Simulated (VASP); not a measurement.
# SiC: single point with r2SCAN

SiC:

```xyz
4
Lattice="3.0443 0.0000 0.0000 -1.5221 2.6364 0.0000 0.0000 0.0000 4.9971" Properties=species:S:1:pos:R:3 pbc="T T T"
Si    0.0000    1.7576   -0.0020
Si    1.5221    0.8788    2.4965
C     0.0000    1.7576    1.8760
C     1.5221    0.8788    4.3745
```

This cell differs from its parent crystal: volume changed by -3%.

| Property | Result |
| --- | --- |
| Program | VASP 6.6.1 |
| Task | single point |
| Functional | r2SCAN |
| Potentials or basis | VASP PAW PBE potentials, release 64 (Si, C) |
| Cutoff | 520 eV |
| k mesh | 9 × 9 × 4 |
| Occupations | gaussian, width 0.01 eV |
| Spin | no spin polarisation |

```yaml
Pressure: 7.2 GPa
Largest_force: 0.005 eV/Å
Band_gap_on_the_k_mesh: 2.61 eV, indirect (least direct gap 4.59 eV)
```

Forces in eV/Å, atoms in the order of the input:
```
Si   0.000  0.000  0.005
Si   0.000  0.000  0.005
C    0.000  0.000 -0.005
C    0.000  0.000 -0.005
```

Stress tensor (GPa, compression positive):
```
7.22 0.00 0.00
0.00 7.22 0.00
0.00 0.00 7.02
```

Levels at points of the mesh, in eV from the valence-band top:
| k point | band 6 | band 7 | band 8 | band 9 | band 10 | band 11 |
| --- | --- | --- | --- | --- | --- | --- |
| (0.00, 0.00, 0.00) | -0.11 | 0.00 | 0.00 | 5.66 | 7.12 | 7.39 |
| (0.00, 0.00, 0.50) | -0.76 | -0.76 | -0.76 | 6.78 | 6.78 | 8.07 |

Run time: 64 s on 1 thread of Intel Xeon 6975P-C, with other jobs on the host, peak memory 0.17 GiB.

Caveat: the PAW data sets were made with another functional, which shifts forces and pressure a little. A k mesh can miss the band edges.
